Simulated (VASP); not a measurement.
# PbS (P4/mmm) in VASP: further runs

The runs below take PbS through single point, with PBE+D3(BJ).

Program: VASP 6.6.1. These are calculated values, not measurements. Logs are shortened: lines on timing, memory, paths and dates and some standing lists are left out, and cuts for length are marked.

## Step 1: The cell of the first run

It takes space group P4/mmm (No. 123, tetragonal). The conventional cell has a = 3.314 Å, b = 3.314 Å, c = 3.602 Å, α = 90.00°, β = 90.00°, γ = 90.00°. Within 3.9 Å of Pb (site symmetry 4/mmm) lie 8 S at 2.96 Å and 6 Pb at 3.31 to 3.60 Å. S (site symmetry 4/mmm) has 8 Pb at 2.96 Å and 6 S at 3.31 to 3.60 Å within 3.9 Å.

## Step 2: Single point, PBE+D3(BJ) (strain -0.080 along x and y, +0.000 along z)

INCAR

```
  PREC = Accurate
  ENCUT = 520
  EDIFF = 1E-6
  ISMEAR = 0
  SIGMA = 0.15
  LREAL = F
  LASPH = T
  NELM = 100
  ALGO = Normal
  ISIF = 2
  LWAVE = F
  LCHARG = F
  GGA = PE
  IVDW = 12
  NBANDS = 17
```

KPOINTS

```
regular mesh
0
Gamma
  16 16 16
```

POSCAR

```
PbS
1.0
    3.3136025960      0.0000000000      0.0000000000
    0.0000000000      3.3136025960      0.0000000000
    0.0000000000      0.0000000000      3.6017419522
Pb S
1 1
Direct
    0.0000000000      0.0000000000      0.0000000000
    0.5000000000      0.5000000000      0.5000000000
```

Potentials or basis: VASP PAW PBE potentials, release 64 (Pb_d, S).

On the command line:

```bash
cat potpaw_PBE.64/Pb_d/POTCAR potpaw_PBE.64/S/POTCAR > POTCAR
mpirun -np 1 vasp_std > vasp.out
```

OUTCAR:

```text
PREC = Accurate
   ENCUT = 520
   EDIFF = 1E-6
   ISMEAR = 0
   LREAL = F
   LASPH = T
   NELM = 100
   ISIF = 2
   GGA = PE
   IVDW = 12
 IVDW          = 12

 ion  position               nearest neighbor table
   1  0.000  0.000  0.000-   2 2.96   2 2.96   2 2.96   2 2.96   2 2.96   2 2.96   2 2.96   2 2.96

   2  0.500  0.500  0.500-   1 2.96   1 2.96   1 2.96   1 2.96   1 2.96   1 2.96   1 2.96   1 2.96

  LATTYP: Found a simple tetragonal cell.
 ALAT       =     3.3136025960
 C/A-ratio  =     1.0869565217

  Lattice vectors:

 A1 = (   3.3136025960,   0.0000000000,   0.0000000000)
 A2 = (   0.0000000000,   3.3136025960,   0.0000000000)
 A3 = (   0.0000000000,   0.0000000000,   3.6017419522)

Analysis of symmetry for initial positions (statically):
=====================================================================
 Subroutine PRICEL returns:
 Original cell was already a primitive cell.

 Routine SETGRP: Setting up the symmetry group for a
 simple tetragonal supercell.

 Subroutine GETGRP returns: Found 16 space group operations
 (whereof 16 operations were pure point group operations)
 out of a pool of 16 trial point group operations.

The static configuration has the point symmetry D_4h.

Analysis of symmetry for dynamics (positions and initial velocities):
=====================================================================
 Subroutine PRICEL returns:
 Original cell was already a primitive cell.

 Routine SETGRP: Setting up the symmetry group for a
 simple tetragonal supercell.

 Subroutine GETGRP returns: Found 16 space group operations
 (whereof 16 operations were pure point group operations)
 out of a pool of 16 trial point group operations.

The dynamic configuration has the point symmetry D_4h.

 Subroutine INISYM returns: Found 16 space group operations
 (whereof 16 operations are pure point group operations),
 and found     1 'primitive' translations

----------------------------------------------------------------------------------------

                                     Primitive cell

  volume of cell :      39.5470

  direct lattice vectors                    reciprocal lattice vectors
     3.313602596  0.000000000  0.000000000     0.301786340  0.000000000  0.000000000
     0.000000000  3.313602596  0.000000000     0.000000000  0.301786340  0.000000000
     0.000000000  0.000000000  3.601741952     0.000000000  0.000000000  0.277643433

  length of vectors
     3.313602596  3.313602596  3.601741952     0.301786340  0.301786340  0.277643433

  position of ions in fractional coordinates (direct lattice)
     0.000000000  0.000000000  0.000000000
     0.500000000  0.500000000  0.500000000

  ion indices of the primitive-cell ions
   primitive index   ion index
                 1           1
                 2           2

----------------------------------------------------------------------------------------

 KPOINTS: regular mesh

Automatic generation of k-mesh.
 Grid dimensions read from file:
 generate k-points for:   16   16   16

 Generating k-lattice:

  Cartesian coordinates                     Fractional coordinates (reciprocal lattice)
     0.018861646  0.000000000  0.000000000     0.062500000  0.000000000  0.000000000
     0.000000000  0.018861646  0.000000000     0.000000000  0.062500000  0.000000000
     0.000000000  0.000000000  0.017352715     0.000000000  0.000000000  0.062500000

  Length of vectors
     0.018861646  0.018861646  0.017352715

  Shift w.r.t. Gamma in fractional coordinates (k-lattice)
     0.000000000  0.000000000  0.000000000

 Subroutine IBZKPT returns following result:
 ===========================================

 Found    405 irreducible k-points:

 Following reciprocal coordinates:
            Coordinates               Weight
  0.000000  0.000000  0.000000      1.000000
  0.062500  0.000000  0.000000      4.000000
  0.125000  0.000000  0.000000      4.000000
  0.187500  0.000000  0.000000      4.000000
  0.250000  0.000000  0.000000      4.000000
  0.312500  0.000000  0.000000      4.000000
[... 16 lines left out ...]
  0.437500  0.125000  0.000000      8.000000
  0.500000  0.125000  0.000000      4.000000
 [... further k-points ...]
   k-points           NKPTS =    405   k-points in BZ     NKDIM =    405   number of bands    NBANDS=     17
   number of dos      NEDOS =    301   number of ions     NIONS =      2
   total plane-waves  NPLWV =  21952
   dimension x,y,z NGX =    28 NGY =   28 NGZ =   28
   dimension x,y,z NGXF=    56 NGYF=   56 NGZF=   56
   ions per type =               1   1
   NGX,Y,Z   is equivalent  to a cutoff of  14.05, 14.05, 12.92 a.u.
   NGXF,Y,Z  is equivalent  to a cutoff of  28.10, 28.10, 25.85 a.u.
 SYSTEM =  unknown system
   PREC   = accura    normal or accurate (medium, high low for compatibility)
   ISTART =      0    job   : 0-new  1-cont  2-samecut
   ICHARG =      2    charge: 1-file 2-atom 10-const
   ISPIN  =      1    spin polarized calculation?
   LNONCOLLINEAR =      F non collinear calculations
   LSORBIT =      F    spin-orbit coupling
   LASPH  =      T    aspherical Exc in radial PAW
   ENCUT  =  520.0 eV  38.22 Ry    6.18 a.u.   6.16  6.16  6.70*2*pi/ulx,y,z
   NELM   =    100;   NELMIN=  2; NELMDL= -5     # of ELM steps
   EDIFF  = 0.1E-05   stopping-criterion for ELM
   LREAL  =      F    real-space projection
   EDIFFG = 0.1E-04   stopping-criterion for IOM
   NSW    =      0    number of steps for IOM
   IBRION =     -1    ionic relax: 0-MD 1-quasi-New 2-CG
   NFREE  =      0    steps in history (QN), initial steepest desc. (CG)
   ISIF   =      2    stress and relaxation
   ISYM   =      2    0-nonsym 1-usesym 2-fastsym
   POTIM  = 0.5000    time-step for ionic-motion
   TEBEG  =    0.0;   TEEND  =   0.0 temperature during run
   PSTRESS=    0.0 pullay stress
   NELECT =      20.0000    total number of electrons
   NUPDOWN=      -1.0000    fix difference up-down
   EMIN   =  10.00;   EMAX   =-10.00  energy-range for DOS
   EFERMI =   0.00;   METHOD = LEGACY
   ISMEAR =     0;   SIGMA  =   0.15  broadening in eV -4-tet -1-fermi 0-gaus
   EFERMI_NEDOS =   21; number of points for ismear=-14 and -15
   IALGO  =     38    algorithm
   IMIX   =      4    mixing-type and parameters
     AMIX     =   0.40;   BMIX     =  1.00
     AMIX_MAG =   1.60;   BMIX_MAG =  1.00
  volume/ion in A,a.u.               =      19.77       133.44
  Fermi-wavevector in a.u.,A,eV,Ry     =   1.304309  2.464786 23.146515  1.701221
  Thomas-Fermi vector in A             =   2.435253
   LORBIT       =      0    0 simple, 1 ext, 2 COOP (PROOUT), +10 PAW based schemes
   GGA     = PE    functional components
   LHFCALC =     F    Hartree Fock is set to
   AEXX    =    0.0000 exact exchange contribution
   IVDW    =    12    specifies the selected vdW correction
   LEPSILON=     F    determine dielectric tensor
   LRPA    =     F    only Hartree local field effects (RPA)
 non-spin polarized calculation
 Gauss-broadening in eV      SIGMA  =   0.15
  energy-cutoff  :      520.00
  volume of cell :       39.55
 maximum number of plane-waves:      1084
 NGX is ok and might be reduce to    28
   NGX = 13   NGY = 13   NGZ = 13

 number of electron      19.9999997 magnetization

 Free energy of the ion-electron system (eV)
  ---------------------------------------------------
  ext. energy  EPLUGINS =         0.00000000
  ---------------------------------------------------
  free energy    TOTEN  =        -7.76899939 eV

  energy without entropy =       -7.76113162  energy(sigma->0) =       -7.76506551

 E-fermi :   8.8324     XC(G=0): -11.2223

 val. band max:        8.8273046849   @ k =   0.2500   0.1250   0.1250
 cond. band min:       8.8323645009   @ k =   0.1250   0.1250   0.1875
 fundamental gap:      0.0050598159
 Fermi energy:         8.8323522395

 k-point     1 :       0.0000    0.0000    0.0000
  band No.  band energies     occupation
      1      -8.3411      2.00000
      2      -8.2024      2.00000
      3      -7.8633      2.00000
      4      -7.8633      2.00000
      5      -7.8495      2.00000
      6      -6.0522      2.00000
[... 9 lines left out ...]
     16      21.8232      0.00000
     17      21.8232      0.00000

 k-point     2 :       0.0625    0.0000    0.0000
  band No.  band energies     occupation
      1      -8.3308      2.00000
      2      -8.1972      2.00000
      3      -7.8700      2.00000
      4      -7.8627      2.00000
      5      -7.8552      2.00000
      6      -6.0055      2.00000
[... 9 lines left out ...]
     16      21.6735      0.00000
     17      21.8108      0.00000

 k-point     3 :       0.1250    0.0000    0.0000
  band No.  band energies     occupation
      1      -8.3050      2.00000
      2      -8.1794      2.00000
      3      -7.8888      2.00000
      4      -7.8715      2.00000
      5      -7.8609      2.00000
      6      -5.8659      2.00000
[... 9 lines left out ...]
     16      21.5668      0.00000
     17      21.7765      0.00000

 k-point     4 :       0.1875    0.0000    0.0000
  band No.  band energies     occupation
      1      -8.2764      2.00000
      2      -8.1432      2.00000
      3      -7.9167      2.00000
      4      -7.8958      2.00000
      5      -7.8581      2.00000
      6      -5.6366      2.00000
[... 9 lines left out ...]
     16      21.6979      0.00000
     17      21.7226      0.00000
[... 343 lines left out ...]
      1      -8.1772      2.00000
      2      -8.0269      2.00000
      3      -8.0039      2.00000
      4      -7.9637      2.00000
      5      -7.8716      2.00000
      6      -4.3593      2.00000
[... 9 lines left out ...]
     16      20.4968      0.00000
     17      21.7867      0.00000

 k-point    23 :       0.4375    0.1250    0.0000
  band No.  band energies     occupation
      1      -8.1727      2.00000
      2      -8.0453      2.00000
      3      -8.0215      2.00000
      4      -7.9257      2.00000
      5      -7.8695      2.00000
      6      -4.0198      2.00000
[... 9 lines left out ...]
     16      20.4480      0.00000
     17      22.3520      0.00000

 k-point    24 :       0.5000    0.1250    0.0000
  band No.  band energies     occupation
      1      -8.1712      2.00000
      2      -8.0517      2.00000
      3      -8.0277      2.00000
      4      -7.9123      2.00000
      5      -7.8687      2.00000
      6      -3.8762      2.00000
[... 9 lines left out ...]
     16      20.5169      0.00000
     17      22.8689      0.00000

 [... further k-points ...]

------------------------ aborting loop because EDIFF is reached ----------------------------------------

 Edisp (eV)   -0.92019

 E8    (eV) :    -0.4125

  FORCE on cell =-STRESS in cart. coord.  units (eV):
  Direction    XX          YY          ZZ          XY          YZ          ZX
  --------------------------------------------------------------------------------------
  -------------------------------------------------------------------------------------
  Total       4.25863     4.25863     1.98858     0.00000     0.00000     0.00000
  in kB     172.53099   172.53099    80.56384     0.00000     0.00000     0.00000
  external pressure =      141.88 kB  Pullay stress =        0.00 kB

 VOLUME and BASIS-vectors are now :
 -----------------------------------------------------------------------------
  energy-cutoff  :      520.00
  volume of cell :       39.55
      direct lattice vectors                 reciprocal lattice vectors
     3.313602596  0.000000000  0.000000000     0.301786340  0.000000000  0.000000000
     0.000000000  3.313602596  0.000000000     0.000000000  0.301786340  0.000000000
     0.000000000  0.000000000  3.601741952     0.000000000  0.000000000  0.277643433

 POSITION                                       TOTAL-FORCE (eV/Angst)
 -----------------------------------------------------------------------------------
      0.00000      0.00000      0.00000         0.000000      0.000000      0.000000
      1.65680      1.65680      1.80087         0.000000      0.000000      0.000000
 -----------------------------------------------------------------------------------
    total drift:                               -0.000000      0.000000      0.000000

  FREE ENERGIE OF THE ION-ELECTRON SYSTEM (eV)
  ---------------------------------------------------
  free  energy   TOTEN  =        -8.6891884517 eV

  energy  without entropy=       -8.6813206811  energy(sigma->0) =       -8.68525457
```

It took 91 s on 1 thread of Intel Xeon 6975P-C (Granite Rapids), shared host; peak memory 0.38 GiB.

Results:

```
Free energy                : -8.6892 eV
Pressure                   : 14.2 GPa
Band gap on the k mesh     : zero (bands 10 and 11 overlap by 2.15 eV)
Dispersion energy per atom : -0.460 eV
```

Caveat: the cell differs from its parent crystal (strain -0.080 along x and y, +0.000 along z); the cell stands under pressure; spin-orbit coupling is left out, which moves the levels of the heavy elements.

## Step 3: Single point, PBE+D3(BJ) (strain -0.080 along x and y, +0.040 along z)

INCAR

```
SYSTEM = PbS
  PREC = Accurate
  ENCUT = 520
  EDIFF = 1E-6
  ISMEAR = 0
  SIGMA = 0.15
  LREAL = .FALSE.
  LASPH = .TRUE.
  NELM = 60
  ALGO = Normal
  ISIF = 2
  LWAVE = .FALSE.
  LCHARG = .FALSE.
  GGA = PE
  IVDW = 12
  NBANDS = 17
```

KPOINTS

```
regular mesh
0
G
  16 16 16
  0 0 0
```

POSCAR, as its differences from that of step 2:

```diff
@@ -4,3 +4,3 @@
     0.0000000000      3.3136025960      0.0000000000
-    0.0000000000      0.0000000000      3.6017419522
+    0.0000000000      0.0000000000      3.7458116303
 Pb S
```

Potentials or basis: VASP PAW PBE potentials, release 64 (Pb_d, S).

On the command line:

```bash
cat potpaw_PBE.64/Pb_d/POTCAR potpaw_PBE.64/S/POTCAR > POTCAR
mpirun -np 1 vasp_std > vasp.out
```

Run time: 96 s. Hardware: 1 thread of Intel Xeon 6975P-C (Granite Rapids), shared host; peak memory 0.38 GiB.

Results (log left out):

- Free energy: -8.7365 eV
- Pressure: 10.0 GPa
- Band gap on the k mesh: zero (bands 10 and 11 overlap by 2.03 eV)
- Dispersion energy per atom: -0.443 eV

Stress tensor (GPa, compression positive):
```
14.24  0.00  0.00
 0.00 14.24  0.00
 0.00  0.00  1.62
```

Levels at points of the mesh, in eV from the Fermi level:
| k point | band 7 | band 8 | band 9 | band 10 | band 11 | band 12 | band 13 | band 14 |
| --- | --- | --- | --- | --- | --- | --- | --- | --- |
| (0.00, 0.00, 0.00) | -6.49 | -3.29 | -1.43 | -1.43 | 4.97 | 5.88 | 7.25 | 8.10 |
| (0.50, 0.00, 0.00) | -9.52 | -1.37 | -0.23 | -0.15 | -0.08 | 2.77 | 5.50 | 6.43 |
| (0.50, 0.50, 0.00) | -6.59 | -5.29 | -5.29 | -1.09 | 3.62 | 3.62 | 5.96 | 6.65 |
| (0.00, 0.00, 0.50) | -10.48 | -0.34 | -0.34 | 0.72 | 1.52 | 4.62 | 4.62 | 6.43 |
| (0.50, 0.00, 0.50) | -7.66 | -5.73 | -5.60 | -0.04 | 4.59 | 5.97 | 7.80 | 7.97 |
| (0.50, 0.50, 0.50) | -5.35 | -3.14 | -3.14 | -2.71 | -1.31 | -1.31 | -0.29 | 13.20 |

Caveat: the cell differs from its parent crystal (strain -0.080 along x and y, +0.040 along z); the cell stands under pressure; spin-orbit coupling is left out, which moves the levels of the heavy elements.

## Step 4: Single point, PBE+D3(BJ) (strain -0.080 along x and y, +0.080 along z)

INCAR

```
PREC = Accurate
ENCUT = 520
EDIFF = 1E-6
ISMEAR = 0
SIGMA = 0.15
LREAL = False
LASPH = True
NELM = 100
ALGO = Normal
ISIF = 2
LWAVE = False
LCHARG = False
GGA = PE
IVDW = 12
NBANDS = 17
```

KPOINTS

```
Automatic mesh
0
Gamma
  16 16 16
```

POSCAR, as its differences from that of step 3:

```diff
@@ -4,3 +4,3 @@
     0.0000000000      3.3136025960      0.0000000000
-    0.0000000000      0.0000000000      3.7458116303
+    0.0000000000      0.0000000000      3.8898813084
 Pb S
```

On the command line:

```bash
cat potpaw_PBE.64/Pb_d/POTCAR potpaw_PBE.64/S/POTCAR > POTCAR
mpirun -np 1 vasp_std > vasp.out
```

It took 97 s on 1 thread of Intel Xeon 6975P-C (Granite Rapids), shared host; peak memory 0.4 GiB.

Results (log left out):

```
Free energy                : -8.7284 eV
Pressure                   : 6.6 GPa
Band gap on the k mesh     : zero (bands 10 and 11 overlap by 1.88 eV)
Dispersion energy per atom : -0.427 eV
```

Stress tensor (GPa, compression positive):
```
11.57  0.00  0.00
 0.00 11.57  0.00
 0.00  0.00 -3.28
```

Levels at points of the mesh, in eV from the Fermi level:
| k point | band 6 | band 7 | band 8 | band 9 | band 10 | band 11 | band 12 | band 13 | band 14 | band 15 |
| --- | --- | --- | --- | --- | --- | --- | --- | --- | --- | --- |
| (0.00, 0.00, 0.00) | -14.22 | -6.84 | -3.48 | -1.17 | -1.17 | 5.03 | 6.09 | 6.79 | 7.75 | 7.75 |
| (0.50, 0.00, 0.00) | -12.37 | -9.29 | -1.52 | -0.59 | -0.53 | 0.06 | 2.38 | 5.78 | 6.68 | 10.16 |
| (0.50, 0.50, 0.00) | -11.13 | -6.44 | -5.00 | -5.00 | -1.18 | 3.11 | 3.11 | 5.47 | 6.34 | 8.24 |
| (0.00, 0.00, 0.50) | -12.88 | -10.47 | -0.25 | -0.25 | 0.57 | 1.62 | 4.67 | 4.67 | 6.62 | 10.14 |
| (0.50, 0.00, 0.50) | -11.54 | -7.73 | -5.55 | -5.39 | 0.09 | 4.22 | 5.99 | 7.72 | 8.05 | 10.47 |
| (0.50, 0.50, 0.50) | -11.10 | -5.46 | -3.07 | -3.07 | -2.53 | -1.31 | -1.31 | 0.00 | 12.18 | 14.48 |

Caveat: the cell differs from its parent crystal (strain -0.080 along x and y, +0.080 along z); the cell stands under pressure; spin-orbit coupling is left out, which moves the levels of the heavy elements.

## Step 5: Overview

| cell | gap on the mesh (eV) | pressure (GPa) |
| --- | --- | --- |
| a = 3.314, b = 3.314, c = 3.602 Å, 2 atoms | none | 14.2 |
| a = 3.314, b = 3.314, c = 3.746 Å, 2 atoms | none | 10.0 |
| a = 3.314, b = 3.314, c = 3.890 Å, 2 atoms | none | 6.6 |

Alike in all rows: task single point; level PBE+D3(BJ); potentials or basis VASP PAW PBE potentials, release 64 (Pb_d, S); no spin polarisation; k mesh 16 × 16 × 16; cutoff (eV) 520; smearing gaussian 0.15 eV.

Caveats: the cell stands under pressure; spin-orbit coupling is left out, which moves the levels of the heavy elements.

Absolute energies hang on the potentials; compare differences alone.
